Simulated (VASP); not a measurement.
# AlFe3B (P1) in VASP: single point with PBE

Aim: the single point of AlFe3B with PBE.

Program: VASP 6.6.1. These are calculated values, not measurements. Logs are shortened: lines on timing, memory, paths and dates and some standing lists are left out, and cuts for length are marked.

## (1) The cell of the first run

The typed cell holds 5 atoms: a = 3.843 Å, b = 3.846 Å, c = 3.831 Å, α = 89.11°, β = 91.16°, γ = 89.18°.

## (2) Single point, PBE, collinear spin, ferromagnetic start

File INCAR:

```
PREC = Accurate
ENCUT = 520
EDIFF = 1E-6
ISMEAR = 0
SIGMA = 0.1
LREAL = F
LASPH = T
NELM = 150
ALGO = Normal
ISIF = 2
LWAVE = F
LCHARG = F
ISPIN = 2
MAGMOM = 0 3.5 3.5 3.5 0
LORBIT = 11
LMAXMIX = 4
GGA = PE
NBANDS = 27
```

File KPOINTS:

```
Automatic mesh
0
Gamma
  5 5 5
```

File POSCAR:

```
AlFe3B
1.0
    3.8423100000      0.0276500000     -0.0391000000
    0.0276500000      3.8460300000      0.0298100000
   -0.0391000000      0.0298100000      3.8302400000
Al Fe B
1 3 1
Direct
    0.5141499997      0.5073499997      0.4919299996
    0.5005400002      0.0000599994      0.0033699991
    0.0035500006      0.4879200012      0.9982099998
    0.9965399990      0.0106300007      0.5063300012
    0.0014999996      0.0008100004      0.0108999994
```

Potentials or basis: VASP PAW PBE potentials, release 64 (Al, Fe, B).

Started as:

```sh
cat potpaw_PBE.64/Al/POTCAR potpaw_PBE.64/Fe/POTCAR potpaw_PBE.64/B/POTCAR > POTCAR
mpirun -np 1 vasp_std > vasp.out
```

OUTCAR:

```text
PREC = Accurate
   ENCUT = 520
   EDIFF = 1E-6
   ISMEAR = 0
   LREAL = F
   LASPH = T
   NELM = 150
   ISIF = 2
   ISPIN = 2
   LORBIT = 11
   GGA = PE

 ion  position               nearest neighbor table
   1  0.514  0.507  0.492-   2 2.64   4 2.64   3 2.67   3 2.70   4 2.70   3 2.70   2 2.72   2 2.75
                             2 2.75   4 2.76   4 2.78   3 2.79
   2  0.501  0.000  0.003-   5 1.92   5 1.92   1 2.64   3 2.66   4 2.68   4 2.69   3 2.71   4 2.72
                             1 2.72   3 2.74   1 2.75   1 2.75   4 2.76   3 2.76
   3  0.004  0.488  0.998-   5 1.87   5 1.97   4 2.65   4 2.66   2 2.66   1 2.67   1 2.70   1 2.70
                             2 2.71   4 2.73   2 2.74   2 2.76   1 2.79   4 2.82
   4  0.997  0.011  0.506-   5 1.90   5 1.93   1 2.64   3 2.65   3 2.66   2 2.68   2 2.69   1 2.70
                             2 2.72   3 2.73   1 2.76   2 2.76   1 2.78   3 2.82
   5  0.001  0.001  0.011-   3 1.87   4 1.90   2 1.92   2 1.92   4 1.93   3 1.97

  LATTYP: Found a triclinic cell.
 ALAT       =     8.6563504788
 B/A-ratio  =     0.9984602432
 C/A-ratio  =     1.3412793911
 COS(alpha) =     0.0005084263
 COS(beta)  =     0.5968171694
 COS(gamma) =     0.8000316453

  Lattice vectors:

 A1 = (   7.7237200000,   0.0254900000,  -3.9084400000)
 A2 = (   7.7122700000,   3.9013300000,  -0.0483900000)
 A3 = (   3.8652100000,  -7.7240300000,  -7.7592000000)

Analysis of symmetry for initial positions (statically):
=====================================================================
 Subroutine PRICEL returns:
 Original cell was already a primitive cell.

 Routine SETGRP: Setting up the symmetry group for a
 triclinic supercell.

 Subroutine GETGRP returns: Found  1 space group operations
 (whereof  1 operations were pure point group operations)
 out of a pool of  2 trial point group operations.

The static configuration has the point symmetry C_1 .

Analysis of symmetry for dynamics (positions and initial velocities):
=====================================================================
 Subroutine PRICEL returns:
 Original cell was already a primitive cell.

 Routine SETGRP: Setting up the symmetry group for a
 triclinic supercell.

 Subroutine GETGRP returns: Found  1 space group operations
 (whereof  1 operations were pure point group operations)
 out of a pool of  2 trial point group operations.

The dynamic configuration has the point symmetry C_1 .

Analysis of structural, dynamic, and magnetic symmetry:
=====================================================================
 Subroutine PRICEL returns:
 Original cell was already a primitive cell.

 Routine SETGRP: Setting up the symmetry group for a
 triclinic supercell.

 Subroutine GETGRP returns: Found  1 space group operations
 (whereof  1 operations were pure point group operations)
 out of a pool of  2 trial point group operations.

The overall configuration has the point symmetry C_1 .

 Subroutine INISYM returns: Found  1 space group operations
 (whereof  1 operations are pure point group operations),
 and found     1 'primitive' translations

----------------------------------------------------------------------------------------

                                     Primitive cell

  volume of cell :      56.5896

  direct lattice vectors                    reciprocal lattice vectors
     3.842310000  0.027650000 -0.039100000     0.260300910 -0.001892073  0.002671939
     0.027650000  3.846030000  0.029810000    -0.001892073  0.260037811 -0.002043138
    -0.039100000  0.029810000  3.830240000     0.002671939 -0.002043138  0.261123423

  length of vectors
     3.842608420  3.846244912  3.830555561     0.260321499  0.260052720  0.261145085

  position of ions in fractional coordinates (direct lattice)
     0.514150000  0.507350000  0.491930000
     0.500540000  0.000059999  0.003369999
     0.003550001  0.487920001  0.998210000
     0.996539999  0.010630001  0.506330001
     0.001500000  0.000810000  0.010899999

  ion indices of the primitive-cell ions
   primitive index   ion index
                 1           1
[... 27 lines left out ...]
 ===========================================

 Found     63 irreducible k-points:

 Following reciprocal coordinates:
            Coordinates               Weight
  0.000000  0.000000  0.000000      1.000000
  0.200000  0.000000  0.000000      2.000000
  0.400000  0.000000  0.000000      2.000000
 -0.000000  0.200000 -0.000000      2.000000
  0.200000  0.200000 -0.000000      2.000000
  0.400000  0.200000  0.000000      2.000000
[... 16 lines left out ...]
 -0.200000  0.200000  0.200000      2.000000
  0.000000  0.400000  0.200000      2.000000
 [... further k-points ...]
   k-points           NKPTS =     63   k-points in BZ     NKDIM =     63   number of bands    NBANDS=     27
   number of dos      NEDOS =    301   number of ions     NIONS =      5
   total plane-waves  NPLWV =  25200
   dimension x,y,z NGX =    30 NGY =   30 NGZ =   28
   dimension x,y,z NGXF=    60 NGYF=   60 NGZF=   56
   ions per type =               1   3   1
   NGX,Y,Z   is equivalent  to a cutoff of  12.98, 12.97, 12.15 a.u.
   NGXF,Y,Z  is equivalent  to a cutoff of  25.96, 25.93, 24.30 a.u.
 SYSTEM =  unknown system
   PREC   = accura    normal or accurate (medium, high low for compatibility)
   ISTART =      0    job   : 0-new  1-cont  2-samecut
   ICHARG =      2    charge: 1-file 2-atom 10-const
   ISPIN  =      2    spin polarized calculation?
   LNONCOLLINEAR =      F non collinear calculations
   LSORBIT =      F    spin-orbit coupling
   LASPH  =      T    aspherical Exc in radial PAW
   ENCUT  =  520.0 eV  38.22 Ry    6.18 a.u.   7.14  7.15  7.12*2*pi/ulx,y,z
   NELM   =    150;   NELMIN=  2; NELMDL= -5     # of ELM steps
   EDIFF  = 0.1E-05   stopping-criterion for ELM
   LREAL  =      F    real-space projection
   EDIFFG = 0.1E-04   stopping-criterion for IOM
   NSW    =      0    number of steps for IOM
   IBRION =     -1    ionic relax: 0-MD 1-quasi-New 2-CG
   NFREE  =      0    steps in history (QN), initial steepest desc. (CG)
   ISIF   =      2    stress and relaxation
   ISYM   =      2    0-nonsym 1-usesym 2-fastsym
   POTIM  = 0.5000    time-step for ionic-motion
   TEBEG  =    0.0;   TEEND  =   0.0 temperature during run
   PSTRESS=    0.0 pullay stress
   NELECT =      30.0000    total number of electrons
   NUPDOWN=      -1.0000    fix difference up-down
   EMIN   =  10.00;   EMAX   =-10.00  energy-range for DOS
   EFERMI =   0.00;   METHOD = LEGACY
   ISMEAR =     0;   SIGMA  =   0.10  broadening in eV -4-tet -1-fermi 0-gaus
   EFERMI_NEDOS =   21; number of points for ismear=-14 and -15
   IALGO  =     38    algorithm
   IMIX   =      4    mixing-type and parameters
     AMIX     =   0.40;   BMIX     =  1.00
     AMIX_MAG =   1.60;   BMIX_MAG =  1.00
  volume/ion in A,a.u.               =      11.32        76.38
  Fermi-wavevector in a.u.,A,eV,Ry     =   1.324961  2.503813 23.885311  1.755521
  Thomas-Fermi vector in A             =   2.454457
   LORBIT       =     11    0 simple, 1 ext, 2 COOP (PROOUT), +10 PAW based schemes
   GGA     = PE    functional components
   LHFCALC =     F    Hartree Fock is set to
   AEXX    =    0.0000 exact exchange contribution
   IVDW    =     0    specifies the selected vdW correction
   LEPSILON=     F    determine dielectric tensor
   LRPA    =     F    only Hartree local field effects (RPA)
 spin polarized calculation
 Gauss-broadening in eV      SIGMA  =   0.10
  energy-cutoff  :      520.00
  volume of cell :       56.59
 maximum number of plane-waves:      1534
 NGX is ok and might be reduce to    30
   NGX = 15   NGY = 15   NGZ = 15

 number of electron      30.0000000 magnetization      10.5000000

 number of electron      29.9999991 magnetization       4.1765045

 Free energy of the ion-electron system (eV)
  ---------------------------------------------------
  ext. energy  EPLUGINS =         0.00000000
  ---------------------------------------------------
  free energy    TOTEN  =       -35.84624067 eV

  energy without entropy =      -35.82990834  energy(sigma->0) =      -35.83807451

 E-fermi :   6.4535     XC(G=0): -12.1825

 val. band max:        6.4471197804   @ k =   0.4000   0.2000   0.0000
 cond. band min:       6.4550725794   @ k =  -0.2000  -0.0000   0.2000
 fundamental gap:      0.0079527990
 Fermi energy:         6.4534619213

 spin component 1

 k-point     1 :       0.0000    0.0000    0.0000
  band No.  band energies     occupation
      1      -4.2240      1.00000
      2      -0.1590      1.00000
      3       2.9588      1.00000
      4       2.9641      1.00000
      5       3.0110      1.00000
      6       3.1706      1.00000
[... 709 lines left out ...]
     26      14.9387      0.00000
     27      16.6761      0.00000

 [... further k-points ...]

 spin component 2

 k-point     1 :       0.0000    0.0000    0.0000
  band No.  band energies     occupation
      1      -4.2561      1.00000
      2       0.0448      1.00000
      3       4.0544      1.00000
      4       4.0730      1.00000
      5       4.1406      1.00000
      6       4.1580      1.00000
[... 709 lines left out ...]
     26      15.0938      0.00000
     27      16.7960      0.00000

 [... further k-points ...]
[... 5 lines left out ...]
  --------------------------------------------------------------------------------------
  -------------------------------------------------------------------------------------
  Total       -1.1153102     -0.9890976     -0.7144400     -0.3474832     -0.3813279      0.4555497
  in kB      -31.5769009    -28.0035410    -20.2273780     -9.8380176    -10.7962359     12.8976210
  external PRESSURE =     -26.6026066 kB  Pullay stress =       0.0000000 kB

 VOLUME and BASIS-vectors are now :
 -----------------------------------------------------------------------------
  energy-cutoff  :      520.00
  volume of cell :       56.59
      direct lattice vectors                 reciprocal lattice vectors
     3.842310000  0.027650000 -0.039100000     0.260300910 -0.001892073  0.002671939
     0.027650000  3.846030000  0.029810000    -0.001892073  0.260037811 -0.002043138
    -0.039100000  0.029810000  3.830240000     0.002671939 -0.002043138  0.261123423

 POSITION                                       TOTAL-FORCE (eV/Angst)
 -----------------------------------------------------------------------------------
      1.97032      1.98016      1.87923        -0.251394     -0.038596      0.178594
      1.92310      0.01417     -0.00666         0.045692     -0.009454     -0.114578
     -0.01190      1.90641      3.83779         0.026924      1.250331      0.010869
      3.80951      0.08353      1.90072         0.197677     -0.275894      0.228523
      0.00536      0.00348      0.04172        -0.018899     -0.926386     -0.303408
 -----------------------------------------------------------------------------------
    total drift:                                0.000215      0.000347      0.000884

  FREE ENERGIE OF THE ION-ELECTRON SYSTEM (eV)
  ---------------------------------------------------
  free  energy   TOTEN  =       -35.8462406746 eV

  energy  without entropy=      -35.8299083380  energy(sigma->0) =      -35.83807451

 total charge

# of ion       s       p       d       tot
------------------------------------------
    1        0.388   0.348   0.000   0.736
    2        0.440   0.591   6.391   7.422
    3        0.441   0.590   6.394   7.425
    4        0.443   0.595   6.394   7.432
    5        0.808   1.301   0.000   2.109
--------------------------------------------------
tot          2.520   3.426  19.179  25.125

 magnetization (x)

# of ion       s       p       d       tot
------------------------------------------
    1       -0.019  -0.048   0.000  -0.067
    2       -0.005  -0.023   1.533   1.504
    3       -0.005  -0.023   1.527   1.499
    4       -0.005  -0.024   1.536   1.507
    5       -0.020  -0.114   0.000  -0.134
--------------------------------------------------
tot         -0.054  -0.232   4.596   4.309
```

Run time: 4.6 min. Hardware: 1 thread of AMD EPYC 7R43 (Zen 3), shared host; peak memory 0.23 GiB.

What came out:

- Free energy: -35.8462 eV
- Pressure: -2.7 GPa
- Largest force: 1.251 eV/Å
- Net moment: 4.18 μB per cell
- Site moments: Al -0.07; Fe +1.50, +1.51; B -0.13 μB
- Valence electrons inside the program's atomic spheres: Al 0.74; Fe 7.42, 7.43; B 2.11

Forces in eV/Å, atoms in the order of the input:
```
Al  -0.251 -0.039  0.179
Fe   0.046 -0.009 -0.115
Fe   0.027  1.250  0.011
Fe   0.198 -0.276  0.229
B   -0.019 -0.926 -0.303
```

Caveat: forces of over 1 eV/Å act on the atoms, so gaps and moduli don't describe the material at rest.
